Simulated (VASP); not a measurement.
# Mo2As2C3 (C2/m) in VASP: a series of runs

The runs below take Mo2As2C3 through single point, with PBEsol.

All numbers are computed with VASP 6.6.1; they aren't measurements. Logs are shortened: lines on timing, memory, paths and dates and some standing lists are left out, and cuts for length are marked.

## (1) The cell of the first run

The structure is monoclinic, space group C2/m (No. 12). The conventional cell has a = 11.302 Å, b = 3.197 Å, c = 5.480 Å, α = 90.00°, β = 113.11°, γ = 90.00°. As (site symmetry m) has 5 C at 2.34 to 2.45 Å and 7 Mo at 3.04 to 3.37 Å and 5 As at 3.20 to 3.42 Å within 3.5 Å. Within 2.6 Å of Mo (site symmetry m) lie 4 C at 1.97 to 2.06 Å. Within 2.6 Å of C (site symmetry m) lie 3 Mo at 1.99 to 2.06 Å and 3 As at 2.34 to 2.45 Å. C (site symmetry 2/m) has 2 Mo at 1.97 Å and 4 As at 2.45 Å within 2.6 Å.

## (2) Single point, PBEsol

The input, INCAR:

```
  ALGO = Normal
  EDIFF = 1E-6
  ENCUT = 520
  GGA = PS
  ISIF = 2
  ISMEAR = 1
  LASPH = True
  LCHARG = True
  LELF = True
  LREAL = False
  LVHAR = True
  LWAVE = False
  NBANDS = 34
  NELM = 80
  PREC = Accurate
  SIGMA = 0.0506
```

The input, KPOINTS:

```
k-points
0
Gamma
  6 6 4
```

The input, POSCAR:

```
Mo2As2C3
1.0
    0.0000000000      3.1968160000      0.0000000000
    5.6509620000     -1.5984080000      0.0000000000
    2.1509460000      0.0000000000     -5.0403820000
As Mo C
2 2 3
Direct
    0.3914700000      0.7829400000      0.8193700000
    0.6085300000      0.2170600000      0.1806300000
    0.1576600000      0.3153200000      0.6741000000
    0.8423400000      0.6846800000      0.3259000000
    0.2512000000      0.5024000000      0.2680000000
    0.7488000000      0.4976000000      0.7320000000
    0.0000000000      0.0000000000      0.0000000000
```

Potentials or basis: VASP PAW PBE potentials, release 64 (As, Mo_sv, C).

Run with:

```
> cat potpaw_PBE.64/As/POTCAR potpaw_PBE.64/Mo_sv/POTCAR potpaw_PBE.64/C/POTCAR > POTCAR
> mpirun -np 1 vasp_std > vasp.out
```

OUTCAR:

```text
EDIFF = 1E-6
   ENCUT = 520
   GGA = PS
   ISIF = 2
   ISMEAR = 1
   LASPH = True
   LREAL = False
   NELM = 80
   PREC = Accurate

 ion  position               nearest neighbor table
   1  0.391  0.783  0.819-   5 2.34   6 2.45   6 2.45   7 2.45   7 2.45   3 3.04   4 3.06   4 3.06

   2  0.609  0.217  0.181-   6 2.34   5 2.45   5 2.45   7 2.45   7 2.45   4 3.04   3 3.06   3 3.06

   3  0.158  0.315  0.674-   7 1.97   6 1.99   6 1.99   5 2.06   4 2.73   4 2.73   1 3.04   2 3.06
                             2 3.06
   4  0.842  0.685  0.326-   7 1.97   5 1.99   5 1.99   6 2.06   3 2.73   3 2.73   2 3.04   1 3.06
                             1 3.06
   5  0.251  0.502  0.268-   4 1.99   4 1.99   3 2.06   1 2.34   2 2.45   2 2.45
   6  0.749  0.498  0.732-   3 1.99   3 1.99   4 2.06   2 2.34   1 2.45   1 2.45
   7  0.000  0.000  0.000-   3 1.97   4 1.97   2 2.45   2 2.45   1 2.45   1 2.45

  LATTYP: Found a base centered monoclinic cell.
 ALAT       =    11.3019240000
 B/A-ratio  =     0.2828559102
 C/A-ratio  =     0.4848862684
 COS(beta)  =    -0.3924978115

  Lattice vectors:

 A1 = (  -5.6509620000,  -1.5984080000,   0.0000000000)
 A2 = (  -5.6509620000,   1.5984080000,   0.0000000000)
 A3 = (   2.1509460000,   0.0000000000,  -5.0403820000)

Analysis of symmetry for initial positions (statically):
=====================================================================
 Subroutine PRICEL returns:
 Original cell was already a primitive cell.

 Routine SETGRP: Setting up the symmetry group for a
 base centered monoclinic supercell.

 Subroutine GETGRP returns: Found  4 space group operations
 (whereof  4 operations were pure point group operations)
 out of a pool of  4 trial point group operations.

The static configuration has the point symmetry C_2h.

Analysis of symmetry for dynamics (positions and initial velocities):
=====================================================================
 Subroutine PRICEL returns:
 Original cell was already a primitive cell.

 Routine SETGRP: Setting up the symmetry group for a
 base centered monoclinic supercell.

 Subroutine GETGRP returns: Found  4 space group operations
 (whereof  4 operations were pure point group operations)
 out of a pool of  4 trial point group operations.

The dynamic configuration has the point symmetry C_2h.

 Subroutine INISYM returns: Found  4 space group operations
 (whereof  4 operations are pure point group operations),
 and found     1 'primitive' translations

----------------------------------------------------------------------------------------

                                     Primitive cell

  volume of cell :      91.0549

  direct lattice vectors                    reciprocal lattice vectors
     0.000000000  3.196816000  0.000000000     0.088480510  0.312811247  0.037758408
     5.650962000 -1.598408000  0.000000000     0.176961020  0.000000000  0.075516816
     2.150946000  0.000000000 -5.040382000     0.000000000  0.000000000 -0.198397661

  length of vectors
     3.196816000  5.872672276  5.480147754     0.327269574  0.192400603  0.198397661

  position of ions in fractional coordinates (direct lattice)
     0.391470000  0.782940000  0.819370000
     0.608530000  0.217060000  0.180630000
     0.157660000  0.315320000  0.674100000
     0.842340000  0.684680000  0.325900000
     0.251200000  0.502400000  0.268000000
     0.748800000  0.497600000  0.732000000
     0.000000000  0.000000000  0.000000000

  ion indices of the primitive-cell ions
   primitive index   ion index
                 1           1
                 2           2
                 3           3
                 4           4
                 5           5
                 6           6
                 7           7

----------------------------------------------------------------------------------------

 KPOINTS: k-points

Automatic generation of k-mesh.
 Grid dimensions read from file:
 generate k-points for:    6    6    4

 Generating k-lattice:

  Cartesian coordinates                     Fractional coordinates (reciprocal lattice)
     0.014746752  0.052135208  0.006293068     0.166666667 -0.000000000 -0.000000000
     0.029493503  0.000000000  0.012586136     0.000000000  0.166666667 -0.000000000
     0.000000000  0.000000000 -0.049599415     0.000000000  0.000000000  0.250000000

  Length of vectors
     0.054544929  0.032066767  0.049599415

  Shift w.r.t. Gamma in fractional coordinates (k-lattice)
     0.000000000  0.000000000  0.000000000

 Subroutine IBZKPT returns following result:
 ===========================================

 Found     47 irreducible k-points:

 Following reciprocal coordinates:
            Coordinates               Weight
  0.000000  0.000000  0.000000      1.000000
  0.166667  0.000000 -0.000000      4.000000
  0.333333 -0.000000 -0.000000      4.000000
  0.500000  0.000000 -0.000000      2.000000
  0.000000  0.166667 -0.000000      2.000000
  0.166667  0.166667 -0.000000      4.000000
[... 16 lines left out ...]
  0.500000  0.166667  0.250000      4.000000
 -0.333333  0.166667  0.250000      4.000000
 [... further k-points ...]
   k-points           NKPTS =     47   k-points in BZ     NKDIM =     47   number of bands    NBANDS=     34
   number of dos      NEDOS =    301   number of ions     NIONS =      7
   total plane-waves  NPLWV =  48384
   dimension x,y,z NGX =    24 NGY =   48 NGZ =   42
   dimension x,y,z NGXF=    48 NGYF=   96 NGZF=   84
   ions per type =               2   2   3
   NGX,Y,Z   is equivalent  to a cutoff of  12.48, 13.59, 12.74 a.u.
   NGXF,Y,Z  is equivalent  to a cutoff of  24.96, 27.18, 25.48 a.u.
 SYSTEM =  unknown system
   PREC   = accura    normal or accurate (medium, high low for compatibility)
   ISTART =      0    job   : 0-new  1-cont  2-samecut
   ICHARG =      2    charge: 1-file 2-atom 10-const
   ISPIN  =      1    spin polarized calculation?
   LNONCOLLINEAR =      F non collinear calculations
   LSORBIT =      F    spin-orbit coupling
   LASPH  =      T    aspherical Exc in radial PAW
   ENCUT  =  520.0 eV  38.22 Ry    6.18 a.u.   5.94 10.92 10.19*2*pi/ulx,y,z
   NELM   =     80;   NELMIN=  2; NELMDL= -5     # of ELM steps
   EDIFF  = 0.1E-05   stopping-criterion for ELM
   LREAL  =      F    real-space projection
   EDIFFG = 0.1E-04   stopping-criterion for IOM
   NSW    =      0    number of steps for IOM
   IBRION =     -1    ionic relax: 0-MD 1-quasi-New 2-CG
   NFREE  =      0    steps in history (QN), initial steepest desc. (CG)
   ISIF   =      2    stress and relaxation
   ISYM   =      2    0-nonsym 1-usesym 2-fastsym
   POTIM  = 0.5000    time-step for ionic-motion
   TEBEG  =    0.0;   TEEND  =   0.0 temperature during run
   PSTRESS=    0.0 pullay stress
   NELECT =      50.0000    total number of electrons
   NUPDOWN=      -1.0000    fix difference up-down
   EMIN   =  10.00;   EMAX   =-10.00  energy-range for DOS
   EFERMI =   0.00;   METHOD = LEGACY
   ISMEAR =     1;   SIGMA  =   0.05  broadening in eV -4-tet -1-fermi 0-gaus
   EFERMI_NEDOS =   21; number of points for ismear=-14 and -15
   IALGO  =     38    algorithm
   IMIX   =      4    mixing-type and parameters
     AMIX     =   0.40;   BMIX     =  1.00
     AMIX_MAG =   1.60;   BMIX_MAG =  1.00
  volume/ion in A,a.u.               =      13.01        87.78
  Fermi-wavevector in a.u.,A,eV,Ry     =   1.340593  2.533354 24.452255  1.797190
  Thomas-Fermi vector in A             =   2.468894
   LORBIT       =      0    0 simple, 1 ext, 2 COOP (PROOUT), +10 PAW based schemes
   GGA     = PS    functional components
   LHFCALC =     F    Hartree Fock is set to
   AEXX    =    0.0000 exact exchange contribution
   IVDW    =     0    specifies the selected vdW correction
   LEPSILON=     F    determine dielectric tensor
   LRPA    =     F    only Hartree local field effects (RPA)
 non-spin polarized calculation
 Methfessel and Paxton  Order N= 1 SIGMA  =   0.05
  energy-cutoff  :      520.00
  volume of cell :       91.05
 maximum number of plane-waves:      2474
   NGX = 11   NGY = 21   NGZ = 21

 number of electron      50.0000001 magnetization

 Free energy of the ion-electron system (eV)
  ---------------------------------------------------
  ext. energy  EPLUGINS =         0.00000000
  ---------------------------------------------------
  free energy    TOTEN  =       -55.47181773 eV

  energy without entropy =      -55.47160125  energy(sigma->0) =      -55.47174557

 E-fermi :   8.8571     XC(G=0): -12.0175

 val. band max:        8.8556323744   @ k =  -0.3333   0.1667   0.2500
 cond. band min:       8.8891027964   @ k =   0.3333  -0.0000   0.2500
 fundamental gap:      0.0334704220
 Fermi energy:         8.8571393956

 k-point     1 :       0.0000    0.0000    0.0000
  band No.  band energies     occupation
      1     -52.2189      2.00000
      2     -52.0875      2.00000
      3     -26.9015      2.00000
      4     -26.4758      2.00000
      5     -26.4300      2.00000
      6     -26.2507      2.00000
[... 26 lines left out ...]
     33      13.2046      0.00000
     34      13.3738      0.00000

 k-point     2 :       0.1667    0.0000   -0.0000
  band No.  band energies     occupation
      1     -52.2051      2.00000
      2     -52.0912      2.00000
      3     -26.8895      2.00000
      4     -26.5926      2.00000
      5     -26.4129      2.00000
      6     -26.2584      2.00000
[... 26 lines left out ...]
     33      13.1320      0.00000
     34      13.9154      0.00000

 k-point     3 :       0.3333   -0.0000   -0.0000
  band No.  band energies     occupation
      1     -52.1710      2.00000
      2     -52.1051      2.00000
      3     -26.8851      2.00000
      4     -26.7802      2.00000
      5     -26.3729      2.00000
      6     -26.3179      2.00000
[... 26 lines left out ...]
     33      12.8343      0.00000
     34      13.2297      0.00000
[... 704 lines left out ...]
 k-point    23 :       0.5000    0.1667    0.2500
  band No.  band energies     occupation
      1     -52.1330      2.00000
      2     -52.1329      2.00000
      3     -26.8832      2.00000
      4     -26.8788      2.00000
      5     -26.3390      2.00000
      6     -26.3382      2.00000
[... 26 lines left out ...]
     33      12.0934      0.00000
     34      13.1697      0.00000

 k-point    24 :      -0.3333    0.1667    0.2500
  band No.  band energies     occupation
      1     -52.1709      2.00000
      2     -52.1051      2.00000
      3     -26.8830      2.00000
      4     -26.7817      2.00000
      5     -26.3728      2.00000
      6     -26.3175      2.00000
[... 26 lines left out ...]
     33      12.7325      0.00000
     34      13.7730      0.00000

 [... further k-points ...]
[... 5 lines left out ...]
  --------------------------------------------------------------------------------------
  -------------------------------------------------------------------------------------
  Total        2.7689401      3.3120847      8.7261051      0.0000000      0.0000000      4.4350712
  in kB       48.7215010     58.2785231    153.5421233      0.0000000      0.0000000     78.0382826
  external PRESSURE =      86.8473825 kB  Pullay stress =       0.0000000 kB

 VOLUME and BASIS-vectors are now :
 -----------------------------------------------------------------------------
  energy-cutoff  :      520.00
  volume of cell :       91.05
      direct lattice vectors                 reciprocal lattice vectors
     0.000000000  3.196816000  0.000000000     0.088480510  0.312811247  0.037758408
     5.650962000 -1.598408000  0.000000000     0.176961020  0.000000000  0.075516816
     2.150946000  0.000000000 -5.040382000     0.000000000  0.000000000 -0.198397661

 POSITION                                       TOTAL-FORCE (eV/Angst)
 -----------------------------------------------------------------------------------
      6.18678      0.00000     -4.12994         0.343110      0.000000     -0.126635
      1.61512      1.59841     -0.91044        -0.343110     -0.000000      0.126635
      3.23181      0.00000     -3.39772        -0.140937      0.000000     -0.930443
      4.57009      1.59841     -1.64266         0.140937      0.000000      0.930443
      3.41550     -0.00000     -1.35082        -1.407279      0.000000      0.883736
      4.38641      1.59841     -3.68956         1.407279      0.000000     -0.883736
      0.00000      0.00000      0.00000        -0.000000     -0.000000      0.000000
 -----------------------------------------------------------------------------------
    total drift:                                0.000000     -0.000000      0.000000

  FREE ENERGIE OF THE ION-ELECTRON SYSTEM (eV)
  ---------------------------------------------------
  free  energy   TOTEN  =       -55.4718177341 eV

  energy  without entropy=      -55.4716012486  energy(sigma->0) =      -55.47174557
```

It took 1.9 min on 1 thread of Intel Xeon 8259CL, shared host; peak memory 0.29 GiB.

What came out:

```
Free energy            : -55.4718 eV
Pressure               : 8.7 GPa
Largest force          : 1.662 eV/Å
Band gap on the k mesh : zero (bands 25 and 26 overlap by 1.14 eV)
```

Forces on the atoms (eV/Å):
```
As   0.343  0.000 -0.127
As  -0.343  0.000  0.127
Mo  -0.141  0.000 -0.930
Mo   0.141  0.000  0.930
C   -1.407  0.000  0.884
C    1.407  0.000 -0.884
C    0.000  0.000  0.000
```

Caveat: the cell stands under pressure; the PAW data sets were made with another functional, which shifts forces and pressure a little.

(Part 1 of 2 ends here.)
